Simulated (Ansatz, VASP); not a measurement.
## Two plane-wave programs on BaRu3

```
Ba Ru
1.0
     4.15615    0.00000    0.00000
     0.00000    4.15615    0.00000
     0.00000    0.00000    4.15615
Ba Ru
1 3
Direct
  0.00000 0.00000 0.00000
  0.00000 0.50000 0.50000
  0.50000 0.00000 0.50000
  0.50000 0.50000 0.00000
```

Alike in both runs: functional PBE; k mesh 12 × 12 × 12; occupations gaussian, width 0.1 eV; no spin polarisation.

Ansatz relaxed the structure, and its values are those at the end. VASP's run is a single point on that final structure, the one shown.

|  | VASP | Ansatz |
| --- | --- | --- |
| version | VASP 6.6.1 | Ansatz 0.2.0 |
| potentials or method | VASP PAW PBE potentials, release 64 (Ba_sv, Ru_pv), cutoff 520 eV | scalar-relativistic, plane waves, PAW |
| valence electrons in the cell | 52 | 58 |

|  | VASP | Ansatz | Ansatz less VASP |
| --- | --- | --- | --- |
| gap on the k mesh at the Fermi level (eV) | none | none | - |
| pressure (GPa) | 4.3 | 0.0 | -4.26 |

A gap of «none» marks a metal or a gap that the smearing closes. One of these differences is far larger than is usual between the two programs; its cause wasn't traced. VASP's potentials hold 52 valence electrons a cell and Ansatz's 58, so a difference there can come from the potentials and not from the codes.

Spin-orbit coupling is off throughout.
